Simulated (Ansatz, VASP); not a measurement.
## O: VASP beside Ansatz

```
O
1.0
    12.00000    0.00000    0.00000
     0.00000   12.30000    0.00000
     0.00000    0.00000   12.60000
O
2
Direct
  0.50000 0.50000 0.45166
  0.50000 0.50000 0.54834
```

Alike in both runs: task single point; functional PBE; k mesh 1 × 1 × 1; occupations fermi-dirac, width 0.01 eV; collinear spin.

```csv
,VASP,Ansatz
version,VASP 6.6.1,Ansatz 0.2.0
potentials or method,"VASP PAW PBE potentials, release 64 (O), cutoff 520 eV","plane waves (420 eV) with PAW, scalar-relativistic"
valence electrons in the cell,12,12
```

```csv
,VASP,Ansatz,Ansatz less VASP
gap on the k mesh at the Fermi level (eV),2.31,2.29,-0.020
net moment per atom (μB),1.00,1.00,0.000
size of the moment on the site where the two differ most (μB),0.81,0.56,-0.252
```

Site moments also hang on the region over which each program counts them.

Noted on VASP's run: the standard files for N, O and F lose accuracy on very short bonds.
